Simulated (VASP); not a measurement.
VPt:

```xyz
2
Lattice="2.6941 0.0000 0.0000 0.0000 2.6941 0.0000 0.0000 0.0000 3.8800" Properties=species:S:1:pos:R:3 pbc="T T T"
V     1.3470    1.3470    1.9400
Pt    0.0000    0.0000    0.0000
```

* Program: VASP 6.6.1
* Task: relaxation of cell and atoms
* Functional: LDA
* Potentials or basis: VASP PAW LDA potentials, release 64 (V_sv, Pt)
* Cutoff: 600 eV
* k mesh: 8 × 8 × 6
* Occupations: gaussian, width 0.1 eV
* Spin: collinear spin
* Starting moments: [0.13, 0.0] μB

At the start: pressure -11.0 GPa; volume 14.08 Å³/atom.

How do energy, volume and symmetry change on relaxing?

Over 7 steps the energy falls by 21.1 meV/atom and the volume is 13.52 Å³/atom (-4.0 %); space group P4/mmm (No. 123, to 0.1 Å) before and after; moment 0.00 μB per cell.

The path:
```csv
step,energy change (eV),largest force (eV/Å),pressure (GPa),volume (Å³)
1,0.0000,0.0000,-11.01,28.16
2,0.2341,0.0000,37.28,24.40
3,-0.0419,0.0000,-0.47,27.04
4,-0.0419,0.0000,0.05,27.00
5,-0.0419,0.0000,0.36,26.97
6,-0.0420,0.0000,-0.81,27.08
7,-0.0421,0.0000,-0.28,27.03
```

Final structure:
```
CELL_PARAMETERS angstrom
2.65231 0.00000 0.00000
0.00000 2.65231 0.00000
0.00000 0.00000 3.84300
ATOMIC_POSITIONS crystal
V 0.50000 0.50000 0.50000
Pt 0.00000 0.00000 0.00000
```
